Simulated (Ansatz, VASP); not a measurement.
## Si: VASP beside Ansatz

```xyz
2
Lattice="0.0000 2.7168 2.7168 2.7168 0.0000 2.7168 2.7168 2.7168 0.0000" Properties=species:S:1:pos:R:3 pbc="T T T"
Si    0.0000    0.0000    0.0000
Si    1.3584    1.3584    1.3584
```

Alike in both runs: functional PBEsol; k mesh 12 × 12 × 12; occupations gaussian, width 0.02 eV; no spin polarisation.

Ansatz relaxed the structure, and its values are those at the end. VASP's run is a single point on that final structure, the one shown.

```csv
,VASP,Ansatz
version,VASP 6.6.1,Ansatz 0.2.0
potentials or method,"VASP PAW PBE potentials, release 64 (Si), cutoff 500 eV","scalar-relativistic, plane waves, PAW"
valence electrons in the cell,8,8
```

VASP gave:

| Item | Value |
| --- | --- |
| gap on the k mesh at the Fermi level (eV) | 0.46 |
| least direct gap on the mesh (eV) | 2.52 |
| pressure (GPa) | 0.1 |

**Question.** Estimate Ansatz's values.

**Answer.** gap on the k mesh at the Fermi level (eV): 0.46; least direct gap on the mesh (eV): 2.52; pressure (GPa): 0.0.

VASP's potentials were made for PBE, not for PBEsol.
